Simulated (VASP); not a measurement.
**K: single point with r2SCAN**

K:

```
K
1.0
     4.16320    0.00000    0.00000
     0.00000    4.16320    0.00000
     0.00000    0.00000    4.62073
K
1
Direct
  0.00000 0.00000 0.00000
```

```json
{
 "Program": "VASP 6.6.1",
 "Task": "single point",
 "Functional": "r2SCAN",
 "Potentials or basis": "VASP PAW PBE potentials, release 64 (K_sv)",
 "Cutoff": "520 eV",
 "k mesh": "12 × 12 × 12",
 "Occupations": "gaussian, width 0.15 eV",
 "Spin": "no spin polarisation",
 "Dipole correction": "no",
 "Further INCAR settings": "ALGO = Normal; EDIFF = 1e-06; NBANDS = 10"
}
```

- Pressure: 0.0 GPa
- Band gap on the k mesh: zero (an odd number of electrons rules out a gap without spin polarisation)

Stress tensor (GPa, compression positive):
```
 0.34  0.00  0.00
 0.00  0.34  0.00
 0.00  0.00 -0.65
```

Levels at points of the mesh, in eV from the Fermi level:
```
           k point  band 1  band 2  band 3  band 4  band 5  band 6  band 7  band 8
(0.00, 0.00, 0.00)  -33.94  -16.60  -16.60  -16.60   -2.18    2.98    3.34    5.72
(0.50, 0.00, 0.00)  -33.93  -16.71  -16.59  -16.59    0.20    0.31    3.91    4.48
(0.50, 0.50, 0.00)  -33.93  -16.69  -16.69  -16.58    1.20    2.65    2.65    2.86
(0.00, 0.00, 0.50)  -33.94  -16.65  -16.60  -16.60   -0.24   -0.16    3.76    5.46
(0.50, 0.00, 0.50)  -33.93  -16.70  -16.63  -16.59    1.15    2.05    2.25    2.33
(0.50, 0.50, 0.50)  -33.93  -16.69  -16.69  -16.62    2.15    2.64    2.64    4.54
```

Wall time 12 min on 1 thread of Intel Xeon 8259CL, on a shared host, peak memory 0.3 GiB.

Caveat: the PAW data sets were made with another functional, which shifts forces and pressure a little.
